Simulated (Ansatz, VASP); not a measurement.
# One calculation of TiO2, two programs

File INCAR:

```
SYSTEM = TiO2
  ALGO = Normal
  EDIFF = 1E-8
  ENCUT = 520
  GGA = CA
  ISIF = 2
  ISMEAR = -1
  LASPH = .TRUE.
  LCHARG = .FALSE.
  LEFG = .TRUE.
  LREAL = Auto
  LWAVE = .FALSE.
  NBANDS = 114
  NELM = 60
  PREC = Accurate
  SIGMA = 0.02
```

Contents of KPOINTS:

```
k-points
0
G
  5 3 4
  0 0 0
```

File POSCAR:

```
TiO2
1.0
    5.1450000000      0.0000000000      0.0000000000
    0.0000000000      9.1850000000      0.0000000000
    0.0000000000      0.0000000000      5.4470000000
Ti O
8 16
Direct
    0.1270000000      0.1270000000      0.8870000000
    0.6270000000      0.3730000000      0.1130000000
    0.8730000000      0.6270000000      0.6130000000
    0.3730000000      0.8730000000      0.3870000000
    0.8730000000      0.8730000000      0.1130000000
    0.3730000000      0.6270000000      0.8870000000
    0.1270000000      0.3730000000      0.3870000000
    0.6270000000      0.1270000000      0.6130000000
    0.4650000000      0.2300000000      0.8950000000
    0.9650000000      0.2700000000      0.1050000000
    0.5350000000      0.7300000000      0.6050000000
    0.0350000000      0.7700000000      0.3950000000
    0.5350000000      0.7700000000      0.1050000000
    0.0350000000      0.7300000000      0.8950000000
    0.4650000000      0.2700000000      0.3950000000
    0.9650000000      0.2300000000      0.6050000000
    0.8200000000      0.0100000000      0.8450000000
    0.3200000000      0.4900000000      0.1550000000
    0.1800000000      0.5100000000      0.6550000000
    0.6800000000      0.9900000000      0.3450000000
    0.1800000000      0.9900000000      0.1550000000
    0.6800000000      0.5100000000      0.8450000000
    0.8200000000      0.4900000000      0.3450000000
    0.3200000000      0.0100000000      0.6550000000
```

Input for Ansatz:

```yaml
crystal:
  lattice:
    - [5.145, 0.0, 0.0]
    - [0.0, 9.185, 0.0]
    - [0.0, 0.0, 5.447]
  atoms:
    - { symbol: Ti, position: [0.127, 0.127, 0.887] }
    - { symbol: Ti, position: [0.627, 0.373, 0.113] }
    - { symbol: Ti, position: [0.873, 0.627, 0.613] }
    - { symbol: Ti, position: [0.373, 0.873, 0.387] }
    - { symbol: Ti, position: [0.873, 0.873, 0.113] }
    - { symbol: Ti, position: [0.373, 0.627, 0.887] }
    - { symbol: Ti, position: [0.127, 0.373, 0.387] }
    - { symbol: Ti, position: [0.627, 0.127, 0.613] }
    - { symbol: O, position: [0.465, 0.23, 0.895] }
    - { symbol: O, position: [0.965, 0.27, 0.105] }
    - { symbol: O, position: [0.535, 0.73, 0.605] }
    - { symbol: O, position: [0.035, 0.77, 0.395] }
    - { symbol: O, position: [0.535, 0.77, 0.105] }
    - { symbol: O, position: [0.035, 0.73, 0.895] }
    - { symbol: O, position: [0.465, 0.27, 0.395] }
    - { symbol: O, position: [0.965, 0.23, 0.605] }
    - { symbol: O, position: [0.82, 0.01, 0.845] }
    - { symbol: O, position: [0.32, 0.49, 0.155] }
    - { symbol: O, position: [0.18, 0.51, 0.655] }
    - { symbol: O, position: [0.68, 0.99, 0.345] }
    - { symbol: O, position: [0.18, 0.99, 0.155] }
    - { symbol: O, position: [0.68, 0.51, 0.845] }
    - { symbol: O, position: [0.82, 0.49, 0.345] }
    - { symbol: O, position: [0.32, 0.01, 0.655] }
kpoints:
  mp_grid: { grid: [5, 3, 4] }
scf:
  occupations: { method: fermi_dirac, width: 0.02 }
  convergence: { dr2_threshold: 1.0e-08 }
hamiltonian:
  xc: lda
  pseudopotentials: { kind: paw, frozen_core: stored }
output:
  forces: true
  stress: true
  populations: true
  efg: { quadrupole_moments_barn: { Ti: 0.247, O: -0.02558 } }
basis:
  xc_grid: 1
```

Alike in both runs: task electric field gradients; functional LDA; k mesh 5 × 3 × 4; occupations fermi-dirac, width 0.02 eV; no spin polarisation.

|  | VASP | Ansatz |
| --- | --- | --- |
| version | VASP 6.6.1 | Ansatz 0.2.0 |
| potentials or method | VASP PAW LDA potentials, release 64 (Ti_sv, O) | plane-wave PAW, scalar-relativistic |
| plane-wave cutoff (eV) | 520 | 420 |
| valence electrons in the cell | 192 | 192 |

|  | VASP | Ansatz | Ansatz less VASP |
| --- | --- | --- | --- |
| gap on the k mesh at the Fermi level (eV) | 2.03 | 2.05 | +0.022 |
| pressure (GPa) | -6.3 | -7.2 | -0.90 |
| traceless stress, the component that is largest in VASP (GPa) | 1.58 | 1.45 | -0.125 |
| rms of the force components (eV/Å) | 0.294 | 0.282 | -0.0119 |
| size of Vzz on the site where it differs most (V/Å²) | 16.4 | 19.1 | +2.65 |

Ansatz warns that its potentials were made for another functional, while VASP's fit it. LDA's correlation is that of Perdew and Zunger in VASP and of Perdew and Wang (1992) in Ansatz. Atom by atom the forces differ by 0.026 eV/Å (rms over components). Ansatz's warnings: stress scf threshold loose.
